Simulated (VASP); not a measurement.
## KCl: single point with PBE

KCl:

```
CELL_PARAMETERS angstrom
0.00000 3.14485 3.14485
3.14485 0.00000 3.14485
3.14485 3.14485 0.00000
ATOMIC_POSITIONS crystal
K 0.00000 0.00000 0.00000
Cl 0.50000 0.50000 0.50000
```

```json
{"Program": "VASP 6.6.1", "Task": "single point", "Functional": "PBE", "Potentials or basis": "VASP PAW PBE potentials, release 64 (K_sv, Cl)", "Cutoff": "520 eV", "k mesh": "4 × 4 × 4", "Occupations": "gaussian, width 0.01 eV", "Spin": "no spin polarisation"}
```

```yaml
Pressure: 0.8 GPa
Band_gap_on_the_k_mesh: 5.19 eV, direct
```

Levels at points of the mesh, in eV from the valence-band top:
```csv
k point,band 5,band 6,band 7,band 8,band 9,band 10,band 11,band 12
"(0.00, 0.00, 0.00)",-10.66,0.00,0.00,0.00,5.19,8.38,8.38,8.38
"(0.50, 0.00, 0.00)",-10.41,-1.06,-0.33,-0.33,7.60,8.61,10.53,10.53
"(0.50, 0.50, 0.00)",-10.71,-0.66,-0.22,-0.22,6.53,8.36,10.08,10.24
```

Run time: 21 s on 1 thread of AMD EPYC 7R43 64-Core Processor (Zen 3), with other jobs on the host, peak memory 0.17 GiB.

Caveat: the k points lie up to 0.43 Å⁻¹ apart. Expect the measured gap to be larger: semilocal functionals such as PBE lack the derivative discontinuity.
